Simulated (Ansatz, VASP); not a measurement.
## One calculation of Ta4N, two programs

Contents of INCAR:

```
PREC = Accurate
ENCUT = 520
EDIFF = 1E-6
ISMEAR = 0
SIGMA = 0.1
LREAL = False
LASPH = True
NELM = 150
ALGO = Normal
ISIF = 2
LWAVE = False
LCHARG = True
ISPIN = 2
MAGMOM = 1 1 1 1 0
LORBIT = 11
LMAXMIX = 4
GGA = PE
LELF = True
LVHAR = True
NBANDS = 36
```

The input KPOINTS:

```
Automatic mesh
0
Gamma
  4 4 4
```

POSCAR

```
Ta4N
1.0
   -2.7453204442      2.7453204442      2.7453204442
    2.7453204442     -2.7453204442      2.7453204442
    2.7453204442      2.7453204442     -2.7453204442
Ta N
4 1
Direct
    0.0000000000      0.0000000000      0.5000000000
    0.0000000000      0.5000000000      0.0000000000
    0.5000000000      0.0000000000      0.0000000000
    0.5000000000      0.5000000000      0.5000000000
    0.0000000000      0.0000000000      0.0000000000
```

Input for Ansatz:

```yaml
crystal:
  lattice:
    - [-2.7453204442, 2.7453204442, 2.7453204442]
    - [2.7453204442, -2.7453204442, 2.7453204442]
    - [2.7453204442, 2.7453204442, -2.7453204442]
  atoms:
    - { symbol: Ta, position: [0.0, 0.0, 0.5], spin: 1.0 }
    - { symbol: Ta, position: [0.0, 0.5, 0.0], spin: 1.0 }
    - { symbol: Ta, position: [0.5, 0.0, 0.0], spin: 1.0 }
    - { symbol: Ta, position: [0.5, 0.5, 0.5], spin: 1.0 }
    - { symbol: "N", position: [0.0, 0.0, 0.0] }
basis:
  ecutwfc: 420
kpoints:
  mp_grid: { grid: [4, 4, 4] }
hamiltonian:
  xc: pbe
scf:
  occupations: { method: gaussian, width: 0.1 }
  lower_state_search: "off"
output:
  forces: true
  stress: true
  eigenvalues: true
  populations: true
magnetization:
  spin_polarized: true
```

Change from the starting cell: species swapped into the CrGa4 type (Im-3m, No. 229).

Alike in both runs: task single point; functional PBE; k mesh 4 × 4 × 4; occupations gaussian, width 0.1 eV; collinear spin.

|  | VASP | Ansatz |
| --- | --- | --- |
| version | VASP 6.6.1 | Ansatz 0.2.0 |
| potentials or method | VASP PAW PBE potentials, release 64 (Ta_pv, N), cutoff 520 eV | scalar-relativistic, plane waves, PAW |
| valence electrons in the cell | 49 | 57 |

Ansatz gave:

| Quantity | Value |
| --- | --- |
| gap on the k mesh at the Fermi level (eV) | none |
| pressure (GPa) | 0.1 |
| net moment per atom (μB) | 0.00 |

Q: What did VASP give for the same quantities?

A: gap on the k mesh at the Fermi level (eV): none; pressure (GPa): 0.3; net moment per atom (μB): 0.00.

A gap of «none» marks a metal or a gap that the smearing closes. VASP's potentials hold 49 valence electrons a cell and Ansatz's 57, so a difference there can come from the potentials and not from the codes. Ansatz's warnings: seeded moment not kept.

The k mesh is coarse, so the values compare programs but aren't converged. Neither program's run includes spin-orbit coupling.
